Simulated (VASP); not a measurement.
A run of VASP 6.6.1 is set up as follows.

File INCAR:

```
PREC     = Accurate       # precision mode
ENCUT    = 700            # plane-wave cutoff, eV
EDIFF    = 1E-6           # SCF threshold, eV
ISMEAR   = 0              # smearing method
SIGMA    = 0.1            # smearing width, eV
LREAL    = False          # projectors in reciprocal space
LASPH    = True           # aspherical terms in the spheres
NELM     = 120            # most SCF steps
ALGO     = Normal         # electronic algorithm
ISIF     = 2              # what is computed and relaxed
LWAVE    = False          # write WAVECAR
LCHARG   = False          # write CHGCAR
GGA      = PE             # functional
NBANDS   = 26             # bands
GGA_COMPAT= False
```

Contents of KPOINTS:

```
regular mesh
0
Gamma
  18 18 8
```

Contents of POSCAR:

```
TaN
1.0
    3.0656317053      0.0000000000      0.0000000000
   -1.5328158527      2.6549149354      0.0000000000
    0.0000000000      0.0000000000      6.0661921314
Ta N
2 2
Direct
    0.3333333333      0.6666666667      0.0320342213
    0.6666666667      0.3333333333      0.5320342213
    0.3333333333      0.6666666667      0.3529657787
    0.6666666667      0.3333333333      0.8529657787
```

Potentials or basis: VASP PAW PBE potentials, release 64 (Ta_sv_GW, N).

Run with:

```console
$ cat potpaw_PBE.64/Ta_sv_GW/POTCAR potpaw_PBE.64/N/POTCAR > POTCAR
$ mpirun -np 1 vasp_std > vasp.out
```

(1) Estimate the band gap on the k mesh.

(2) What does it give for the largest force?

(3) Predict the pressure.

Results:

(1) zero (bands 18 and 19 overlap by 0.32 eV).

(2) 0.009 eV/Å.

(3) 16.7 GPa.

Caveat: the cell stands under pressure; spin-orbit coupling is left out, which moves the levels of the heavy elements.
